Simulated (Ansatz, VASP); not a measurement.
**One calculation of Cu, two programs**

```xyz
1
Lattice="0.0000 1.8272 1.8272 1.8272 0.0000 1.8272 1.8272 1.8272 0.0000" Properties=species:S:1:pos:R:3 pbc="T T T"
Cu    0.0000    0.0000    0.0000
```

Alike in both runs: task single point; functional PBE; k mesh 20 × 20 × 20; occupations fermi-dirac, width 0.15 eV; no spin polarisation.

|  | VASP | Ansatz |
| --- | --- | --- |
| version | VASP 6.6.1 | Ansatz 0.2.0 |
| potentials or method | VASP PAW PBE potentials, release 64 (Cu), cutoff 520 eV | scalar-relativistic, plane waves, PAW |
| valence electrons in the cell | 11 | 19 |

VASP gave:

```
gap on the k mesh at the Fermi level (eV) : none
pressure (GPa)                            : -1.9
```

Which values does Ansatz return?

gap on the k mesh at the Fermi level (eV): none; pressure (GPa): -2.7.

A gap of «none» marks a metal or a gap that the smearing closes. VASP's potentials hold 11 valence electrons a cell and Ansatz's 19, so a difference there can come from the potentials and not from the codes.
